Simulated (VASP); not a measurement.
Wanted: the native input for a VASP 6.6.1 run.

```yaml
Task: single point
Functional: LDA
Potentials_or_basis: VASP PAW LDA potentials, release 64 (Cu)
Cutoff: 520 eV
k_mesh: 12 × 12 × 12
Occupations: fermi-dirac, width 0.15 eV
Spin: no spin polarisation
Dipole_correction: no
Further_INCAR_settings: ALGO = Normal; EDIFF = 1e-06; NBANDS = 18
```

The structure of Cu lies in POSCAR:

```
Cu
1.0
    1.2501264791     -4.0797064409      0.0000000000
    1.2501264791      4.0797064409      0.0000000000
    0.0000000000      0.0000000000      2.5398231697
Cu
2
Direct
    0.1338670000      0.8661330000      0.2500000000
    0.8661330000      0.1338670000      0.7500000000
```

The input as run:

INCAR

```
PREC = Accurate
ENCUT = 520
EDIFF = 1E-6
ISMEAR = -1
SIGMA = 0.15
LREAL = False
LASPH = True
NELM = 80
ALGO = Normal
ISIF = 2
LWAVE = False
LCHARG = False
GGA = CA
NBANDS = 18
```

KPOINTS

```
regular mesh
0
Gamma
  12 12 12
```

Potentials or basis: VASP PAW LDA potentials, release 64 (Cu).

Run with:

```bash
$ cat potpaw_LDA.64/Cu/POTCAR > POTCAR
$ mpirun -np 1 vasp_std > vasp.out
```

It gave:

- Pressure: -15.0 GPa
- Largest force: 0.126 eV/Å
- Band gap on the k mesh: zero (bands 11 and 12 overlap by 5.38 eV)

Caveat: the cell stands under tension.

Wall time 3.1 min on 1 thread of Intel Xeon 8259CL (shared host), peak memory 0.23 GiB.
